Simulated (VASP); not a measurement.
Here is a VASP 6.6.1 calculation.

Contents of INCAR:

```
SYSTEM = NbP
PREC = Accurate ; ENCUT = 520
EDIFF = 1E-7 ; ISMEAR = 0
SIGMA = 0.1 ; LREAL = .FALSE.
LASPH = .TRUE. ; NELM = 100
ALGO = Normal ; ISIF = 2
LWAVE = .FALSE. ; LCHARG = .FALSE.
GGA = PE ; NBANDS = 26
```

The input KPOINTS:

```
Automatic mesh
0
G
  18 18 8
  0 0 0
```

The input POSCAR:

```
NbP
1.0
    3.3144580917     -0.0000000289      0.0000000000
   -1.6572290208      2.8704049216      0.0000000000
    0.0000000000      0.0000000000      6.7227340000
Nb P
2 2
Direct
    0.0000000000      0.0000000000      0.0000000000
    0.0000000000      0.0000000000      0.5000000000
    0.3333333333      0.6666666667      0.2500000000
    0.6666666667      0.3333333333      0.7500000000
```

Potentials or basis: VASP PAW PBE potentials, release 64 (Nb_sv, P).

The run is started by

```sh
$ cat potpaw_PBE.64/Nb_sv/POTCAR potpaw_PBE.64/P/POTCAR > POTCAR
$ mpirun -np 1 vasp_std > vasp.out
```

(1) What does it give for the band gap on the k mesh?

(2) What does it give for the pressure?

## Answers

(1) zero (bands 18 and 19 overlap by 0.52 eV).

(2) -0.4 GPa.
